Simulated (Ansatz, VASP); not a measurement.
## One calculation of W3C, two programs

INCAR

```
SYSTEM = W3C
ALGO = Normal
DIPOL = 0.5 0.5 0.344
EDIFF = 1E-6
ENCUT = 520
GGA = PE
IDIPOL = 3
ISIF = 2
ISMEAR = 0
LASPH = .True.
LCHARG = .False.
LDIPOL = .True.
LREAL = .False.
LWAVE = .False.
NBANDS = 31
NELM = 60
PREC = Accurate
SIGMA = 0.1
```

The input KPOINTS:

```
k-points
0
Gamma
  9 9 1
  0 0 0
```

File POSCAR:

```
W3C
1.0
    2.8545944806      0.0000000000      0.0000000000
   -1.4272972403      2.4721513377      0.0000000000
    0.0000000000      0.0000000000     21.6971108210
W C
3 1
Direct
    0.6666666667      0.3333333333      0.1843563428
    0.3333333333      0.6666666667      0.2926027619
    0.0000000000      0.0000000000      0.4008418859
    0.3333333333     -0.3333333333      0.4980898568
```

Input for Ansatz:

```yaml
crystal:
  lattice:
    - [2.8545944806, 0.0, 0.0]
    - [-1.4272972403, 2.4721513377, 0.0]
    - [0.0, 0.0, 21.697110821]
  atoms:
    - { symbol: W, position: [0.6666666667, 0.3333333333, 0.1843563428] }
    - { symbol: W, position: [0.3333333333, 0.6666666667, 0.2926027619] }
    - { symbol: W, position: [0.0, 0.0, 0.4008418859] }
    - { symbol: C, position: [0.3333333333, -0.3333333333, 0.4980898568] }
basis:
  ecutwfc: 420
kpoints:
  mp_grid: { grid: [9, 9, 1] }
hamiltonian:
  xc: pbe
scf:
  occupations: { method: gaussian, width: 0.1 }
output:
  forces: true
  eigenvalues: true
efield:
  axis: 3
  dipole_correction: true
  ramp_width: 0.04
```

Alike in both runs: task single point; functional PBE; k mesh 9 × 9 × 1; occupations gaussian, width 0.1 eV; no spin polarisation.

|  | VASP | Ansatz |
| --- | --- | --- |
| version | VASP 6.6.1 | Ansatz 0.2.0 |
| potentials or method | VASP PAW PBE potentials, release 64 (W_sv, C), cutoff 520 eV | scalar-relativistic, plane waves, PAW |
| valence electrons in the cell | 46 | 46 |

Ansatz gave:

```
gap on the k mesh at the Fermi level (eV) : none
rms of the force components (eV/Å)        : 1.069
```

Q: Which values does VASP return?

A: gap on the k mesh at the Fermi level (eV): none; rms of the force components (eV/Å): 1.070.

Atom by atom the forces differ by 0.009 eV/Å (rms over components). A gap of «none» marks a metal or a gap that the smearing closes.

Neither program's run includes spin-orbit coupling.
